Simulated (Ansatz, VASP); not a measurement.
# One calculation of Pt, two programs

```
CELL_PARAMETERS angstrom
0.00000 1.96090 1.96090
1.96090 0.00000 1.96090
1.96090 1.96090 0.00000
ATOMIC_POSITIONS crystal
Pt 0.00000 0.00000 0.00000
```

Alike in both runs: functional PBEsol; k mesh 20 × 20 × 20; occupations fermi-dirac, width 0.15 eV; no spin polarisation.

Ansatz relaxed the structure, and its values are those at the end. VASP's run is a single point on that final structure, the one shown.

|  | VASP | Ansatz |
| --- | --- | --- |
| version | VASP 6.6.1 | Ansatz 0.2.0 |
| potentials or method | VASP PAW PBE potentials, release 64 (Pt), cutoff 520 eV | scalar-relativistic, plane waves, PAW |
| valence electrons in the cell | 10 | 18 |

|  | VASP | Ansatz | Ansatz less VASP |
| --- | --- | --- | --- |
| gap on the k mesh at the Fermi level (eV) | none | none | - |
| pressure (GPa) | -0.4 | 0.0 | +0.42 |

VASP's potentials were made for PBE, not for PBEsol. A gap of «none» marks a metal or a gap that the smearing closes. VASP's potentials hold 10 valence electrons a cell and Ansatz's 18, so a difference there can come from the potentials and not from the codes.

Spin-orbit coupling is off throughout.
